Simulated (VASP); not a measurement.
# SnO (Cmce) in VASP: single point with PBEsol

Aim: the single point of SnO with PBEsol.

Program: VASP 6.6.1. These are calculated values, not measurements. Logs are shortened: lines on timing, memory, paths and dates and some standing lists are left out, and cuts for length are marked.

## Step 1: The cell of the first run

It takes space group Cmce (No. 64, orthorhombic). Conventional cell: a = 5.300 Å, b = 5.462 Å, c = 9.495 Å, α = 90.00°, β = 90.00°, γ = 90.00°. Sn (site symmetry m) has 4 O at 2.22 Å within 2.9 Å. Within 2.9 Å of O (site symmetry 2) lie 4 Sn at 2.22 Å and 4 O at 2.65 to 2.73 Å.

## Step 2: Single point, PBEsol (strain -0.0150 x Voigt [1, -1, 0, 0, 0, 0])

Input file INCAR:

```
PREC = Accurate
ENCUT = 520
EDIFF = 1E-6
ISMEAR = 0
SIGMA = 0.15
LREAL = False
LASPH = True
NELM = 100
ALGO = Fast
ISIF = 2
LWAVE = False
LCHARG = True
GGA = PS
LELF = True
LVHAR = True
NBANDS = 50
```

Input file KPOINTS:

```
regular mesh
0
Gamma
  10 10 4
```

Input file POSCAR:

```
SnO
1.0
    2.6500985213     -2.7308328929      0.0000000000
    2.6500985213      2.7308328929      0.0000000000
    0.0000000000      0.0000000000      9.4948200140
Sn O
4 4
Direct
    0.9991897041      0.0008102959      0.9998622097
    0.0008102959      0.9991897041      0.4998622097
    0.5008102959      0.4991897041      0.2571377902
    0.4991897041      0.5008102959      0.7571377902
    0.0007797023      0.4992202976      0.3785000000
    0.9992202976      0.5007797024      0.8785000000
    0.5007797024      0.9992202976      0.3785000000
    0.4992202976      0.0007797023      0.8785000000
```

Potentials or basis: VASP PAW PBE potentials, release 64 (Sn_d, O).

Run with:

```
cat potpaw_PBE.64/Sn_d/POTCAR potpaw_PBE.64/O/POTCAR > POTCAR
mpirun -np 1 vasp_std > vasp.out
```

OUTCAR:

```text
PREC = Accurate
   ENCUT = 520
   EDIFF = 1E-6
   ISMEAR = 0
   LREAL = False
   LASPH = True
   NELM = 100
   ISIF = 2
   GGA = PS

 ion  position               nearest neighbor table
   1  0.999  0.001  1.000-   8 2.22   6 2.22   6 2.22   8 2.22   4 3.51   4 3.51   4 3.57   4 3.57
                             3 3.60   3 3.60   3 3.66   3 3.67
   2  0.001  0.999  0.500-   5 2.22   7 2.22   7 2.22   5 2.22   3 3.51   3 3.51   3 3.57   3 3.57
                             4 3.60   4 3.60   4 3.66   4 3.67
   3  0.501  0.499  0.257-   5 2.22   7 2.22   7 2.22   5 2.22   2 3.51   2 3.51   2 3.57   2 3.57
                             1 3.60   1 3.60   1 3.66   1 3.67
   4  0.499  0.501  0.757-   8 2.22   6 2.22   6 2.22   8 2.22   1 3.51   1 3.51   1 3.57   1 3.57
                             2 3.60   2 3.60   2 3.66   2 3.67
   5  0.001  0.499  0.379-   2 2.22   3 2.22   2 2.22   3 2.22
   6  0.999  0.501  0.879-   1 2.22   4 2.22   1 2.22   4 2.22
   7  0.501  0.999  0.379-   2 2.22   3 2.22   2 2.22   3 2.22
   8  0.499  0.001  0.879-   1 2.22   4 2.22   1 2.22   4 2.22

  LATTYP: Found a base centered orthorhombic cell.
 ALAT       =     5.3001970426
 B/A-ratio  =     1.0304646680
 C/A-ratio  =     1.7914088736

  Lattice vectors:

 A1 = (   2.6500985213,  -2.7308328929,   0.0000000000)
 A2 = (   2.6500985213,   2.7308328929,   0.0000000000)
 A3 = (   0.0000000000,   0.0000000000,   9.4948200140)

Analysis of symmetry for initial positions (statically):
=====================================================================
 Subroutine PRICEL returns:
 Original cell was already a primitive cell.

 Routine SETGRP: Setting up the symmetry group for a
 base centered orthorhombic supercell.

 Subroutine GETGRP returns: Found  8 space group operations
 (whereof  2 operations were pure point group operations)
 out of a pool of  8 trial point group operations.

The static configuration has the point symmetry C_1h.
 The point group associated with its full space group is D_2h.

Analysis of symmetry for dynamics (positions and initial velocities):
=====================================================================
 Subroutine PRICEL returns:
 Original cell was already a primitive cell.

 Routine SETGRP: Setting up the symmetry group for a
 base centered orthorhombic supercell.

 Subroutine GETGRP returns: Found  8 space group operations
 (whereof  2 operations were pure point group operations)
 out of a pool of  8 trial point group operations.

The dynamic configuration has the point symmetry C_1h.
 The point group associated with its full space group is D_2h.

 Subroutine INISYM returns: Found  8 space group operations
 (whereof  2 operations are pure point group operations),
 and found     1 'primitive' translations

----------------------------------------------------------------------------------------

                                     Primitive cell

  volume of cell :     137.4276

  direct lattice vectors                    reciprocal lattice vectors
     2.650098521 -2.730832893  0.000000000     0.188672231 -0.183094323  0.000000000
     2.650098521  2.730832893  0.000000000     0.188672231  0.183094323  0.000000000
     0.000000000  0.000000000  9.494820014     0.000000000  0.000000000  0.105320585

  length of vectors
     3.805321335  3.805321335  9.494820014     0.262908238  0.262908238  0.105320585

  position of ions in fractional coordinates (direct lattice)
     0.999189704  0.000810296  0.999862210
     0.000810296  0.999189704  0.499862210
     0.500810296  0.499189704  0.257137790
     0.499189704  0.500810296  0.757137790
     0.000779702  0.499220298  0.378500000
     0.999220298  0.500779702  0.878500000
     0.500779702  0.999220298  0.378500000
     0.499220298  0.000779702  0.878500000

  ion indices of the primitive-cell ions
   primitive index   ion index
                 1           1
                 2           2
                 3           3
                 4           4
                 5           5
                 6           6
                 7           7
                 8           8

----------------------------------------------------------------------------------------

 KPOINTS: regular mesh

Automatic generation of k-mesh.
 Grid dimensions read from file:
 generate k-points for:   10   10    4

 Generating k-lattice:

  Cartesian coordinates                     Fractional coordinates (reciprocal lattice)
     0.018867223 -0.018309432  0.000000000     0.100000000  0.000000000  0.000000000
     0.018867223  0.018309432  0.000000000     0.000000000  0.100000000  0.000000000
     0.000000000  0.000000000  0.026330146     0.000000000  0.000000000  0.250000000

  Length of vectors
     0.026290824  0.026290824  0.026330146

  Shift w.r.t. Gamma in fractional coordinates (k-lattice)
     0.000000000  0.000000000  0.000000000

 Subroutine IBZKPT returns following result:
 ===========================================

 Found     93 irreducible k-points:

 Following reciprocal coordinates:
            Coordinates               Weight
  0.000000  0.000000  0.000000      1.000000
  0.100000  0.000000  0.000000      4.000000
  0.200000  0.000000  0.000000      4.000000
  0.300000  0.000000  0.000000      4.000000
  0.400000 -0.000000  0.000000      4.000000
  0.500000  0.000000  0.000000      2.000000
[... 16 lines left out ...]
  0.300000  0.300000  0.000000      2.000000
  0.400000  0.300000  0.000000      4.000000
 [... further k-points ...]
   k-points           NKPTS =     93   k-points in BZ     NKDIM =     93   number of bands    NBANDS=     50
   number of dos      NEDOS =    301   number of ions     NIONS =      8
   total plane-waves  NPLWV =  56448
   dimension x,y,z NGX =    28 NGY =   28 NGZ =   72
   dimension x,y,z NGXF=    56 NGYF=   56 NGZF=  144
   ions per type =               4   4
   NGX,Y,Z   is equivalent  to a cutoff of  12.23, 12.23, 12.61 a.u.
   NGXF,Y,Z  is equivalent  to a cutoff of  24.47, 24.47, 25.21 a.u.
 SYSTEM =  unknown system
   PREC   = accura    normal or accurate (medium, high low for compatibility)
   ISTART =      0    job   : 0-new  1-cont  2-samecut
   ICHARG =      2    charge: 1-file 2-atom 10-const
   ISPIN  =      1    spin polarized calculation?
   LNONCOLLINEAR =      F non collinear calculations
   LSORBIT =      F    spin-orbit coupling
   LASPH  =      T    aspherical Exc in radial PAW
   ENCUT  =  520.0 eV  38.22 Ry    6.18 a.u.   7.08  7.08 17.65*2*pi/ulx,y,z
   NELM   =    100;   NELMIN=  2; NELMDL= -5     # of ELM steps
   EDIFF  = 0.1E-05   stopping-criterion for ELM
   LREAL  =      F    real-space projection
   EDIFFG = 0.1E-04   stopping-criterion for IOM
   NSW    =      0    number of steps for IOM
[... 5 lines left out ...]
   TEBEG  =    0.0;   TEEND  =   0.0 temperature during run
   PSTRESS=    0.0 pullay stress
   NELECT =      80.0000    total number of electrons
   NUPDOWN=      -1.0000    fix difference up-down
   EMIN   =  10.00;   EMAX   =-10.00  energy-range for DOS
   EFERMI =   0.00;   METHOD = LEGACY
   ISMEAR =     0;   SIGMA  =   0.15  broadening in eV -4-tet -1-fermi 0-gaus
   EFERMI_NEDOS =   21; number of points for ismear=-14 and -15
   IALGO  =     68    algorithm
   IMIX   =      4    mixing-type and parameters
     AMIX     =   0.40;   BMIX     =  1.00
     AMIX_MAG =   1.60;   BMIX_MAG =  1.00
  volume/ion in A,a.u.               =      17.18       115.93
  Fermi-wavevector in a.u.,A,eV,Ry     =   1.366932  2.583127 25.422523  1.868503
  Thomas-Fermi vector in A             =   2.493029
   LORBIT       =      0    0 simple, 1 ext, 2 COOP (PROOUT), +10 PAW based schemes
   GGA     = PS    functional components
   LHFCALC =     F    Hartree Fock is set to
   AEXX    =    0.0000 exact exchange contribution
   IVDW    =     0    specifies the selected vdW correction
   LEPSILON=     F    determine dielectric tensor
   LRPA    =     F    only Hartree local field effects (RPA)
 non-spin polarized calculation
 RMM-DIIS sequential band-by-band and
 Gauss-broadening in eV      SIGMA  =   0.15
  energy-cutoff  :      520.00
  volume of cell :      137.43
 maximum number of plane-waves:      3738
   NGX = 15   NGY = 15   NGZ = 35

 number of electron      79.9999995 magnetization

 Free energy of the ion-electron system (eV)
  ---------------------------------------------------
  ext. energy  EPLUGINS =         0.00000000
  ---------------------------------------------------
  free energy    TOTEN  =       -48.39745784 eV

  energy without entropy =      -48.39415031  energy(sigma->0) =      -48.39580407

 E-fermi :   7.3113     XC(G=0): -10.6024

 val. band max:        7.2379656253   @ k =   0.1000   0.0000   0.0000
 cond. band min:       7.3565629046   @ k =   0.5000   0.5000   0.2500
 fundamental gap:      0.1185972793
 Fermi energy:         7.3112765709

 k-point     1 :       0.0000    0.0000    0.0000
  band No.  band energies     occupation
      1     -14.6978      2.00000
      2     -14.6756      2.00000
      3     -14.2681      2.00000
      4     -14.2667      2.00000
      5     -14.2444      2.00000
      6     -14.2442      2.00000
[... 42 lines left out ...]
     49      13.0477      0.00000
     50      13.4706      0.00000

 k-point     2 :       0.1000    0.0000    0.0000
  band No.  band energies     occupation
      1     -14.6922      2.00000
      2     -14.6725      2.00000
      3     -14.2672      2.00000
      4     -14.2651      2.00000
      5     -14.2435      2.00000
      6     -14.2423      2.00000
[... 42 lines left out ...]
     49      12.7514      0.00000
     50      13.0861      0.00000

 k-point     3 :       0.2000    0.0000    0.0000
  band No.  band energies     occupation
      1     -14.6763      2.00000
      2     -14.6637      2.00000
      3     -14.3356      2.00000
      4     -14.2967      2.00000
      5     -14.2562      2.00000
      6     -14.2366      2.00000
[... 1102 lines left out ...]
     49      12.8422      0.00000
     50      14.0271      0.00000

 k-point    24 :       0.4000    0.3000    0.0000
  band No.  band energies     occupation
      1     -14.6459      2.00000
      2     -14.6327      2.00000
      3     -14.5721      2.00000
      4     -14.5575      2.00000
      5     -14.2323      2.00000
      6     -14.2199      2.00000
[... 42 lines left out ...]
     49      12.9683      0.00000
     50      14.4177      0.00000

 [... further k-points ...]

------------------------ aborting loop because EDIFF is reached ----------------------------------------

  FORCE on cell =-STRESS in cart. coord.  units (eV):
  Direction    XX          YY          ZZ          XY          YZ          ZX
  --------------------------------------------------------------------------------------
  -------------------------------------------------------------------------------------
  Total        2.4247139     -1.9607009      0.2317837      0.0000000      0.0000000      0.0000000
  in kB       28.2681384    -22.8585169      2.7022130      0.0000000      0.0000000      0.0000000
  external PRESSURE =       2.7039448 kB  Pullay stress =       0.0000000 kB

 VOLUME and BASIS-vectors are now :
 -----------------------------------------------------------------------------
  energy-cutoff  :      520.00
  volume of cell :      137.43
      direct lattice vectors                 reciprocal lattice vectors
     2.650098521 -2.730832893  0.000000000     0.188672231 -0.183094323  0.000000000
     2.650098521  2.730832893  0.000000000     0.188672231  0.183094323  0.000000000
     0.000000000  0.000000000  9.494820014     0.000000000  0.000000000  0.105320585

 POSITION                                       TOTAL-FORCE (eV/Angst)
 -----------------------------------------------------------------------------------
      2.65010     -2.72641      9.49351         0.000000     -0.002884      0.090462
      2.65010      2.72641      4.74610         0.000000      0.002884      0.090462
      2.65010     -0.00443      2.44148         0.000000      0.002884     -0.090462
      2.65010      0.00443      7.18889         0.000000     -0.002884     -0.090462
      1.32505      1.36116      3.59379         0.000000      0.001600     -0.000000
      3.97515     -1.36116      8.34120         0.000000     -0.001600     -0.000000
      3.97515      1.36116      3.59379         0.000000      0.001600     -0.000000
      1.32505     -1.36116      8.34120         0.000000     -0.001600      0.000000
 -----------------------------------------------------------------------------------
    total drift:                                0.000001     -0.000000     -0.000013

  FREE ENERGIE OF THE ION-ELECTRON SYSTEM (eV)
  ---------------------------------------------------
  free  energy   TOTEN  =       -48.3974578409 eV

  energy  without entropy=      -48.3941503061  energy(sigma->0) =      -48.39580407
```

Wall time 9 min (1 thread of Oxide Virtual Turin-like, shared host); peak memory 0.51 GiB.

Results:

```yaml
Free_energy: -48.3975 eV
Pressure: 0.3 GPa
Largest_force: 0.091 eV/Å
Band_gap_on_the_k_mesh: zero (bands 40 and 41 overlap by 0.14 eV)
```

Forces in eV/Å, atoms in the order of the input:
```
Sn   0.000 -0.003  0.090
Sn   0.000  0.003  0.090
Sn   0.000  0.003 -0.090
Sn   0.000 -0.003 -0.090
O    0.000  0.002  0.000
O    0.000 -0.002  0.000
O    0.000  0.002  0.000
O    0.000 -0.002  0.000
```

Stress tensor (GPa, compression positive):
```
 2.83  0.00  0.00
 0.00 -2.29  0.00
 0.00  0.00  0.27
```

Levels at points of the mesh, in eV from the Fermi level:
```
           k point  band 38  band 39  band 40  band 41  band 42  band 43
(0.00, 0.00, 0.00)    -3.06    -2.29    -0.08     1.51     2.02     2.59
(0.50, 0.00, 0.00)    -2.86    -1.82    -1.82     2.56     2.56     3.18
(0.50, 0.50, 0.00)    -2.46    -2.06    -1.88    -0.21    -0.15     2.17
(0.00, 0.00, 0.50)    -3.07    -0.63    -0.63     1.50     1.50     3.21
(0.50, 0.00, 0.50)    -2.30    -2.29    -2.29     2.85     2.85     2.86
(0.50, 0.50, 0.50)    -2.46    -2.30    -2.30     0.72     0.72     0.77
```

Caveat: the cell differs from its parent crystal (strain -0.0150 x Voigt [1, -1, 0, 0, 0, 0]); the stress differs along the axes, from -2 to 3 GPa; semilocal functionals underestimate gaps, and a narrow one can read as zero; the PAW data sets were made with another functional, which shifts forces and pressure a little; spin-orbit coupling is left out, which moves the levels of the heavy elements.

The gap in the log of VASP goes by the Fermi energy; the results here count the filled bands.